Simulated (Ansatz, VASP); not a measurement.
**One calculation of BP, two programs**

The input INCAR:

```
PREC     = Accurate       # precision mode
ENCUT    = 500            # plane-wave cutoff, eV
EDIFF    = 1E-6           # SCF threshold, eV
ISMEAR   = -1             # smearing method
SIGMA    = 0.05           # smearing width, eV
LREAL    = False          # projectors in reciprocal space
LASPH    = True           # aspherical terms in the spheres
NELM     = 120            # most SCF steps
ALGO     = Normal         # electronic algorithm
ISIF     = 2              # what is computed and relaxed
LWAVE    = False          # write WAVECAR
LCHARG   = False          # write CHGCAR
GGA      = PS             # functional
NBANDS   = 11             # bands
GGA_COMPAT= False
```

Contents of KPOINTS:

```
regular mesh
0
Gamma
  15 15 15
```

The input POSCAR:

```
BP
1.0
    0.0000000000      2.0256551580      2.0256551580
    2.0256551580      0.0000000000      2.0256551580
    2.0256551580      2.0256551580      0.0000000000
B P
1 1
Direct
    0.0000000000      0.0000000000      0.0000000000
    0.2500000000      0.2500000000      0.2500000000
```

Input for Ansatz:

```yaml
crystal:
  lattice:
    - [0.0, 2.025655158, 2.025655158]
    - [2.025655158, 0.0, 2.025655158]
    - [2.025655158, 2.025655158, 0.0]
  atoms:
    - { symbol: B, position: [0.0, 0.0, 0.0] }
    - { symbol: P, position: [0.25, 0.25, 0.25] }
kpoints:
  mp_grid: { grid: [15, 15, 15] }
scf:
  occupations: { method: fermi_dirac, width: 0.05 }
hamiltonian:
  xc: pbesol
  pseudopotentials: { kind: all_electron, lapw: { basis_error: 0.001 } }
output:
  forces: true
  stress: true
  eigenvalues: true
  populations: true
```

Change from the starting cell: volume scaled by 0.72, LAPW.

Alike in both runs: task single point; functional PBEsol; k mesh 15 × 15 × 15; occupations fermi-dirac, width 0.05 eV; no spin polarisation.

|  | VASP | Ansatz |
| --- | --- | --- |
| version | VASP 6.6.1 | Ansatz 0.2.0 |
| potentials or method | VASP PAW PBE potentials, release 64 (B, P), cutoff 500 eV | all-electron LAPW, scalar-relativistic |

|  | VASP | Ansatz | Ansatz less VASP |
| --- | --- | --- | --- |
| pressure (GPa) | 101.8 | 101.4 | -0.38 |

VASP's potentials were made for PBE, not for PBEsol. Both programs put the cell under a high pressure, so it lies far from rest at this level. Ansatz ran all-electron here, and VASP with PAW potentials.

Noted on VASP's run: the cell as given lies far from equilibrium.
